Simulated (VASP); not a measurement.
A run of VASP 6.6.1:

File POSCAR:

```
HoS4
1.0
    5.4602051047      0.0000000000      0.0000000000
   -2.7301025523      4.7286763306      0.0000000000
    0.0000000000      0.0000000000      4.9037527149
Ho S
1 4
Direct
    0.0000000000      0.0000000000      0.0000000000
    0.5000000000      0.0000000000      0.5000000000
    0.0000000000      0.5000000000      0.5000000000
    0.5000000000      0.5000000000      0.5000000000
    0.0000000000      0.0000000000      0.5000000000
```

INCAR.step1

```
SYSTEM = HoS4
  PREC = Accurate
  ENCUT = 400
  EDIFF = 1E-6
  ISMEAR = 0
  SIGMA = 0.1
  LREAL = .False.
  LASPH = .True.
  NELM = 200
  ALGO = Normal
  ISIF = 2
  LWAVE = .False.
  LCHARG = .True.
  LMAXMIX = 6
  GGA = PE
  NBANDS = 24
  GGA_COMPAT = .False.
  NEDOS = 2001
  LORBIT = 11
```

Contents of KPOINTS.step1:

```
Automatic mesh
0
Gamma
  12 12 8
  0 0 0
```

The input INCAR.step2:

```
SYSTEM = HoS4
  PREC = Accurate
  ENCUT = 400
  EDIFF = 1E-6
  ISMEAR = -5
  SIGMA = 0.1
  LREAL = .False.
  LASPH = .True.
  NELM = 200
  ALGO = Normal
  ISIF = 2
  LWAVE = .False.
  LCHARG = .False.
  LMAXMIX = 6
  GGA = PE
  LORBIT = 11
  NEDOS = 1001
  ICHARG = 11
  GGA_COMPAT = .False.
```

The input KPOINTS.step2:

```
Automatic mesh
0
Gamma
  18 18 12
  0 0 0
```

Potentials or basis: VASP PAW PBE potentials, release 64 (Ho_3, S), 4f in core.

Run with:

```console
$ cat potpaw_PBE.64/Ho_3/POTCAR potpaw_PBE.64/S/POTCAR > POTCAR
$ cp INCAR.step1 INCAR
$ cp KPOINTS.step1 KPOINTS
$ mpirun -np 1 vasp_std > vasp.out
$ cp INCAR.step2 INCAR
$ cp KPOINTS.step2 KPOINTS
$ mpirun -np 1 vasp_std > vasp.out
```

Hardware: 1 thread of AMD EPYC 9R14 (Zen 4) (shared host).

Question: How long does it take, and how much memory?

Answer: Wall time 8.3 min on 1 thread of AMD EPYC 9R14 (Zen 4) (shared host), peak memory 0.45 GiB. Counts: k points 259.
